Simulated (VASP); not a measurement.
# CdS in VASP: further runs

CdS is run at these levels: PBEsol; tasks: single point.

Everything below comes from runs of VASP 6.6.1. Logs are shortened: lines on timing, memory, paths and dates and some standing lists are left out, and cuts for length are marked.

## (1) The cell of the first run

The typed cell holds 4 atoms: a = 4.135 Å, b = 4.117 Å, c = 6.749 Å, α = 89.79°, β = 89.43°, γ = 119.57°.

## (2) Single point, PBEsol (equal xy, yz and zx shear strains of +1 %)

INCAR

```
SYSTEM = CdS
  PREC = Accurate
  ENCUT = 520
  EDIFF = 1E-7
  ISMEAR = -1
  SIGMA = 0.01
  LREAL = .FALSE.
  LASPH = .TRUE.
  NELM = 60
  ALGO = Normal
  ISIF = 2
  LWAVE = .FALSE.
  LCHARG = .TRUE.
  GGA = PS
  LELF = .TRUE.
  LVHAR = .TRUE.
  NBANDS = 26
```

KPOINTS

```
Automatic mesh
0
G
  7 7 4
  0 0 0
```

POSCAR

```
CdS
1.0
    4.1347992034      0.0206739960      0.0206739960
   -2.0494953960      3.5705041517      0.0075672077
    0.0337450000      0.0337450000      6.7490000000
Cd S
2 2
Direct
    0.3333333333      0.6666666667      0.0000000000
    0.6666666667      0.3333333333      0.5000000000
    0.3333333333      0.6666666667      0.3850000000
    0.6666666667      0.3333333333      0.8850000000
```

Potentials or basis: VASP PAW PBE potentials, release 64 (Cd, S).

Command:

```sh
$ cat potpaw_PBE.64/Cd/POTCAR potpaw_PBE.64/S/POTCAR > POTCAR
$ mpirun -np 1 vasp_std > vasp.out
```

OUTCAR:

```text
SYSTEM = CdS
   PREC = Accurate
   ENCUT = 520
   EDIFF = 1E-7
   ISMEAR = -1
   LREAL = .FALSE.
   LASPH = .TRUE.
   NELM = 60
   ISIF = 2
   GGA = PS

 ion  position               nearest neighbor table
   1  0.333  0.667  0.000-   4 2.50   4 2.50   4 2.53   3 2.60
   2  0.667  0.333  0.500-   3 2.50   3 2.51   3 2.52   4 2.60
   3  0.333  0.667  0.385-   2 2.50   2 2.51   2 2.52   1 2.60
   4  0.667  0.333  0.885-   1 2.50   1 2.50   1 2.53   2 2.60

  LATTYP: Found a triclinic cell.
 ALAT       =     4.1528123029
 B/A-ratio  =     0.9913558883
 C/A-ratio  =     1.6252043749
 COS(alpha) =     0.0036852528
 COS(beta)  =     0.0136346634
 COS(gamma) =     0.5000188430

  Lattice vectors:

 A1 = (   2.0853038074,   3.5911781477,   0.0282412037)
 A2 = (  -2.0494953960,   3.5705041517,   0.0075672077)
 A3 = (   0.0337450000,   0.0337450000,   6.7490000000)

Analysis of symmetry for initial positions (statically):
=====================================================================
 Subroutine PRICEL returns:
 Original cell was already a primitive cell.

 Routine SETGRP: Setting up the symmetry group for a
 triclinic supercell.

 Subroutine GETGRP returns: Found  1 space group operations
 (whereof  1 operations were pure point group operations)
 out of a pool of  2 trial point group operations.

The static configuration has the point symmetry C_1 .

Analysis of symmetry for dynamics (positions and initial velocities):
=====================================================================
 Subroutine PRICEL returns:
 Original cell was already a primitive cell.

 Routine SETGRP: Setting up the symmetry group for a
 triclinic supercell.

 Subroutine GETGRP returns: Found  1 space group operations
 (whereof  1 operations were pure point group operations)
 out of a pool of  2 trial point group operations.

The dynamic configuration has the point symmetry C_1 .

 Subroutine INISYM returns: Found  1 space group operations
 (whereof  1 operations are pure point group operations),
 and found     1 'primitive' translations

----------------------------------------------------------------------------------------

                                     Primitive cell

  volume of cell :      99.9186

  direct lattice vectors                    reciprocal lattice vectors
     4.134799203  0.020673996  0.020673996     0.241167025  0.138435652 -0.001898013
    -2.049495396  3.570504152  0.007567208    -0.001389442  0.279277888 -0.001389442
     0.033745000  0.033745000  6.749000000    -0.000737201 -0.000737201  0.148177471

  length of vectors
     4.134902572  4.116914930  6.749168723     0.278081941  0.279284801  0.148181139

  position of ions in fractional coordinates (direct lattice)
     0.333333333  0.666666667  0.000000000
     0.666666667  0.333333333  0.500000000
     0.333333333  0.666666667  0.385000000
     0.666666667  0.333333333  0.885000000

  ion indices of the primitive-cell ions
   primitive index   ion index
                 1           1
                 2           2
                 3           3
                 4           4

----------------------------------------------------------------------------------------

 KPOINTS: Automatic mesh

Automatic generation of k-mesh.
 Grid dimensions read from file:
 generate k-points for:    7    7    4

 Generating k-lattice:

  Cartesian coordinates                     Fractional coordinates (reciprocal lattice)
     0.034452432  0.019776522 -0.000271145     0.142857143 -0.000000000 -0.000000000
    -0.000198492  0.039896841 -0.000198492    -0.000000000  0.142857143 -0.000000000
    -0.000184300 -0.000184300  0.037044368     0.000000000  0.000000000  0.250000000

  Length of vectors
     0.039725992  0.039897829  0.037045285

  Shift w.r.t. Gamma in fractional coordinates (k-lattice)
     0.000000000  0.000000000  0.000000000

 Subroutine IBZKPT returns following result:
 ===========================================

 Found     99 irreducible k-points:

 Following reciprocal coordinates:
            Coordinates               Weight
  0.000000  0.000000  0.000000      1.000000
  0.142857 -0.000000 -0.000000      2.000000
  0.285714 -0.000000  0.000000      2.000000
  0.428571 -0.000000  0.000000      2.000000
 -0.000000  0.142857 -0.000000      2.000000
  0.142857  0.142857 -0.000000      2.000000
[... 16 lines left out ...]
 -0.428571  0.428571  0.000000      2.000000
 -0.285714  0.428571 -0.000000      2.000000
 [... further k-points ...]
   k-points           NKPTS =     99   k-points in BZ     NKDIM =     99   number of bands    NBANDS=     26
   number of dos      NEDOS =    301   number of ions     NIONS =      4
   total plane-waves  NPLWV =  51200
   dimension x,y,z NGX =    32 NGY =   32 NGZ =   50
   dimension x,y,z NGXF=    64 NGYF=   64 NGZF=  100
   ions per type =               2   2
   NGX,Y,Z   is equivalent  to a cutoff of  12.87, 12.92, 12.32 a.u.
   NGXF,Y,Z  is equivalent  to a cutoff of  25.73, 25.84, 24.63 a.u.
 SYSTEM =  CdS
   PREC   = accura    normal or accurate (medium, high low for compatibility)
   ISTART =      0    job   : 0-new  1-cont  2-samecut
   ICHARG =      2    charge: 1-file 2-atom 10-const
   ISPIN  =      1    spin polarized calculation?
   LNONCOLLINEAR =      F non collinear calculations
   LSORBIT =      F    spin-orbit coupling
   LASPH  =      T    aspherical Exc in radial PAW
   ENCUT  =  520.0 eV  38.22 Ry    6.18 a.u.   7.69  7.65 12.55*2*pi/ulx,y,z
   NELM   =     60;   NELMIN=  2; NELMDL= -5     # of ELM steps
   EDIFF  = 0.1E-06   stopping-criterion for ELM
   LREAL  =      F    real-space projection
   EDIFFG = 0.1E-05   stopping-criterion for IOM
   NSW    =      0    number of steps for IOM
   IBRION =     -1    ionic relax: 0-MD 1-quasi-New 2-CG
   NFREE  =      0    steps in history (QN), initial steepest desc. (CG)
   ISIF   =      2    stress and relaxation
   ISYM   =      2    0-nonsym 1-usesym 2-fastsym
   POTIM  = 0.5000    time-step for ionic-motion
   TEBEG  =    0.0;   TEEND  =   0.0 temperature during run
   PSTRESS=    0.0 pullay stress
   NELECT =      36.0000    total number of electrons
   NUPDOWN=      -1.0000    fix difference up-down
   EMIN   =  10.00;   EMAX   =-10.00  energy-range for DOS
   EFERMI =   0.00;   METHOD = LEGACY
   ISMEAR =    -1;   SIGMA  =   0.01  broadening in eV -4-tet -1-fermi 0-gaus
   EFERMI_NEDOS =   21; number of points for ismear=-14 and -15
   IALGO  =     38    algorithm
   IMIX   =      4    mixing-type and parameters
     AMIX     =   0.40;   BMIX     =  1.00
     AMIX_MAG =   1.60;   BMIX_MAG =  1.00
  volume/ion in A,a.u.               =      24.98       168.57
  Fermi-wavevector in a.u.,A,eV,Ry     =   1.164913  2.201366 18.463411  1.357022
  Thomas-Fermi vector in A             =   2.301445
   LORBIT       =      0    0 simple, 1 ext, 2 COOP (PROOUT), +10 PAW based schemes
   GGA     = PS    functional components
   LHFCALC =     F    Hartree Fock is set to
   AEXX    =    0.0000 exact exchange contribution
   IVDW    =     0    specifies the selected vdW correction
   LEPSILON=     F    determine dielectric tensor
   LRPA    =     F    only Hartree local field effects (RPA)
 non-spin polarized calculation
  energy-cutoff  :      520.00
  volume of cell :       99.92
 maximum number of plane-waves:      2719
   NGX = 15   NGY = 15   NGZ = 25

 number of electron      35.9999993 magnetization

 Free energy of the ion-electron system (eV)
  ---------------------------------------------------
  ext. energy  EPLUGINS =         0.00000000
  ---------------------------------------------------
  free energy    TOTEN  =       -13.61298859 eV

  energy without entropy =      -13.61298859  energy(sigma->0) =      -13.61298859

 E-fermi :   1.4138     XC(G=0):  -9.3362

 val. band max:        1.1609058111   @ k =   0.0000   0.0000   0.0000
 cond. band min:       2.2357936565   @ k =   0.0000   0.0000   0.0000
 fundamental gap:      1.0748878454
 Fermi energy:         1.4138453043

 k-point     1 :       0.0000    0.0000    0.0000
  band No.  band energies     occupation
      1     -11.2002      2.00000
      2     -10.7766      2.00000
      3      -6.5596      2.00000
      4      -6.5543      2.00000
      5      -6.4915      2.00000
      6      -6.4867      2.00000
[... 18 lines left out ...]
     25       8.6522      0.00000
     26       8.7049      0.00000

 k-point     2 :       0.1429   -0.0000   -0.0000
  band No.  band energies     occupation
      1     -11.1274      2.00000
      2     -10.7425      2.00000
      3      -6.5267      2.00000
      4      -6.5173      2.00000
      5      -6.4590      2.00000
      6      -6.4454      2.00000
[... 18 lines left out ...]
     25       8.4964      0.00000
     26       9.0912      0.00000

 k-point     3 :       0.2857   -0.0000    0.0000
  band No.  band energies     occupation
      1     -10.9546      2.00000
      2     -10.6737      2.00000
      3      -6.4616      2.00000
      4      -6.4539      2.00000
      5      -6.3491      2.00000
      6      -6.3205      2.00000
[... 18 lines left out ...]
     25       9.1571      0.00000
     26       9.5931      0.00000

 k-point     4 :       0.4286   -0.0000    0.0000
  band No.  band energies     occupation
      1     -10.7976      2.00000
      2     -10.6362      2.00000
      3      -6.4304      2.00000
      4      -6.4232      2.00000
      5      -6.2729      2.00000
      6      -6.2200      2.00000
[... 18 lines left out ...]
     25       9.4710      0.00000
     26      10.6916      0.00000
[... 496 lines left out ...]
      1     -10.7364      2.00000
      2     -10.6339      2.00000
      3      -6.4339      2.00000
      4      -6.3727      2.00000
      5      -6.2498      2.00000
      6      -6.2048      2.00000
[... 18 lines left out ...]
     25       9.8875      0.00000
     26      10.6354      0.00000

 k-point    23 :      -0.4286    0.4286    0.0000
  band No.  band energies     occupation
      1     -10.7882      2.00000
      2     -10.6333      2.00000
      3      -6.4206      2.00000
      4      -6.4129      2.00000
      5      -6.2589      2.00000
      6      -6.2266      2.00000
[... 18 lines left out ...]
     25       9.4907      0.00000
     26      10.7720      0.00000

 k-point    24 :      -0.2857    0.4286   -0.0000
  band No.  band energies     occupation
      1     -10.8282      2.00000
      2     -10.6392      2.00000
      3      -6.4400      2.00000
      4      -6.3905      2.00000
      5      -6.2896      2.00000
      6      -6.2687      2.00000
[... 18 lines left out ...]
     25       9.0109      0.00000
     26      10.1106      0.00000

 [... further k-points ...]

------------------------ aborting loop because EDIFF is reached ----------------------------------------

  FORCE on cell =-STRESS in cart. coord.  units (eV):
  Direction    XX          YY          ZZ          XY          YZ          ZX
  --------------------------------------------------------------------------------------
  -------------------------------------------------------------------------------------
  Total        0.3422298      0.3388168     -0.9884243     -0.2652349     -0.1492522     -0.1491929
  in kB        5.4875934      5.4328676    -15.8492081     -4.2529951     -2.3932328     -2.3922808
  external PRESSURE =      -1.6429157 kB  Pullay stress =       0.0000000 kB

 VOLUME and BASIS-vectors are now :
 -----------------------------------------------------------------------------
  energy-cutoff  :      520.00
  volume of cell :       99.92
      direct lattice vectors                 reciprocal lattice vectors
     4.134799203  0.020673996  0.020673996     0.241167025  0.138435652 -0.001898013
    -2.049495396  3.570504152  0.007567208    -0.001389442  0.279277888 -0.001389442
     0.033745000  0.033745000  6.749000000    -0.000737201 -0.000737201  0.148177471

 POSITION                                       TOTAL-FORCE (eV/Angst)
 -----------------------------------------------------------------------------------
      0.01194      2.38723      0.01194        -0.098539     -0.037445      0.256405
      2.09024      1.22082      3.39081         0.021708     -0.039291      0.254944
      0.02493      2.40022      2.61030        -0.033288      0.039302     -0.254451
      2.10323      1.23382      5.98917         0.110119      0.037434     -0.256897
 -----------------------------------------------------------------------------------
    total drift:                               -0.000006     -0.000011     -0.000500

  FREE ENERGIE OF THE ION-ELECTRON SYSTEM (eV)
  ---------------------------------------------------
  free  energy   TOTEN  =       -13.6129885925 eV

  energy  without entropy=      -13.6129885925  energy(sigma->0) =      -13.61298859
```

Run time: 2.2 min. Hardware: 1 thread of Intel Xeon Platinum 8559C (Emerald Rapids), shared host; peak memory 0.35 GiB.

Results:

```
Free energy            : -13.6130 eV
Pressure               : -0.2 GPa
Largest force          : 0.282 eV/Å
Band gap on the k mesh : 1.07 eV
```

Forces in eV/Å, atoms in the order of the input:
```
Cd  -0.099 -0.037  0.256
Cd   0.022 -0.039  0.255
S   -0.033  0.039 -0.254
S    0.110  0.037 -0.257
```

Levels at points of the mesh, in eV from the valence-band top:
| k point | band 16 | band 17 | band 18 | band 19 | band 20 | band 21 |
| --- | --- | --- | --- | --- | --- | --- |
| (0.00, 0.00, 0.00) | -0.07 | -0.02 | 0.00 | 1.07 | 2.59 | 6.33 |
| (0.00, 0.00, 0.50) | -0.39 | -0.37 | -0.36 | 2.69 | 2.70 | 5.99 |

Caveat: the cell differs from its parent crystal (equal xy, yz and zx shear strains of +1 %); the PAW data sets were made with another functional, which shifts forces and pressure a little.

## (3) Single point, PBEsol (23.48 Å³/atom)

This run uses another cell than the first one, of 23.48 Å³/atom.

INCAR

```
SYSTEM = CdS
PREC = Accurate ; ENCUT = 520
EDIFF = 1E-6 ; ISMEAR = -1
SIGMA = 0.01 ; LREAL = .False.
LASPH = .True. ; NELM = 60
ALGO = Normal ; ISIF = 2
LWAVE = .False. ; LCHARG = .False.
GGA = PS ; NBANDS = 26
```

KPOINTS

```
Automatic mesh
0
Gamma
  7 7 4
  0 0 0
```

POSCAR

```
CdS
1.0
    4.0503918620      0.0000000000      0.0000000000
   -2.0251959310      3.5077422478      0.0000000000
    0.0000000000      0.0000000000      6.6112266477
Cd S
2 2
Direct
    0.3333333333      0.6666666667      0.0000000000
    0.6666666667      0.3333333333      0.5000000000
    0.3333333333      0.6666666667      0.3850000000
    0.6666666667      0.3333333333      0.8850000000
```

Potentials or basis: VASP PAW PBE potentials, release 64 (Cd, S).

Command:

```sh
$ cat potpaw_PBE.64/Cd/POTCAR potpaw_PBE.64/S/POTCAR > POTCAR
$ mpirun -np 1 vasp_std > vasp.out
```

Wall time 27 s (1 thread of Intel Xeon 6975P-C (Granite Rapids), shared host); peak memory 0.22 GiB.

Results (log left out):

| Item | Value |
| --- | --- |
| Free energy | -13.5453 eV |
| Pressure | 4.1 GPa |
| Largest force | 0.324 eV/Å |
| Band gap on the k mesh | 1.22 eV |

Forces on the atoms (eV/Å):
```
Cd   0.000  0.000  0.324
Cd   0.000  0.000  0.324
S    0.000  0.000 -0.324
S    0.000  0.000 -0.324
```

Stress tensor (GPa, compression positive):
```
5.15 0.00 0.00
0.00 5.15 0.00
0.00 0.00 2.07
```

Levels at points of the mesh, in eV from the valence-band top:
```csv
k point,band 15,band 16,band 17,band 18,band 19,band 20,band 21,band 22
"(0.00, 0.00, 0.00)",-0.80,-0.07,0.00,0.00,1.22,2.68,6.36,6.36
"(0.00, 0.00, 0.50)",-0.41,-0.41,-0.41,-0.41,2.84,2.84,6.06,6.06
```

Caveat: the cell stands under pressure; the PAW data sets were made with another functional, which shifts forces and pressure a little.

## (4) Single point, PBEsol (23.98 Å³/atom)

This run uses another cell than the first one, of 23.98 Å³/atom.

INCAR

```
PREC = Accurate
ENCUT = 520
EDIFF = 1E-6
ISMEAR = -1
SIGMA = 0.01
LREAL = F
LASPH = T
NELM = 100
ALGO = Normal
ISIF = 2
LWAVE = F
LCHARG = T
GGA = PS
LELF = T
LVHAR = T
NBANDS = 26
```

KPOINTS

```
regular mesh
0
Gamma
  7 7 4
```

POSCAR

```
CdS
1.0
    4.0789166881      0.0000000000      0.0000000000
   -2.0394583441      3.5324454719      0.0000000000
    0.0000000000      0.0000000000      6.6577861159
Cd S
2 2
Direct
    0.3333333333      0.6666666667      0.0000000000
    0.6666666667      0.3333333333      0.5000000000
    0.3333333333      0.6666666667      0.3850000000
    0.6666666667      0.3333333333      0.8850000000
```

Command:

```sh
$ cat potpaw_PBE.64/Cd/POTCAR potpaw_PBE.64/S/POTCAR > POTCAR
$ mpirun -np 1 vasp_std > vasp.out
```

It took 25 s on 1 thread of Intel Xeon 6975P-C (Granite Rapids), shared host; peak memory 0.22 GiB.

Results (log left out):

* Free energy: -13.5870 eV
* Pressure: 2.5 GPa
* Largest force: 0.299 eV/Å
* Band gap on the k mesh: 1.18 eV

Forces in eV/Å, atoms in the order of the input:
```
Cd   0.000  0.000  0.299
Cd   0.000  0.000  0.299
S    0.000  0.000 -0.299
S    0.000  0.000 -0.299
```

Stress tensor (GPa, compression positive):
```
3.43 0.00 0.00
0.00 3.43 0.00
0.00 0.00 0.70
```

Levels at points of the mesh, in eV from the valence-band top:
| k point | band 15 | band 16 | band 17 | band 18 | band 19 | band 20 | band 21 | band 22 |
| --- | --- | --- | --- | --- | --- | --- | --- | --- |
| (0.00, 0.00, 0.00) | -0.77 | -0.06 | 0.00 | 0.00 | 1.18 | 2.65 | 6.37 | 6.37 |
| (0.00, 0.00, 0.50) | -0.40 | -0.40 | -0.40 | -0.40 | 2.80 | 2.80 | 6.05 | 6.05 |

Caveat: the PAW data sets were made with another functional, which shifts forces and pressure a little.

(Part 1 of 2 ends here.)
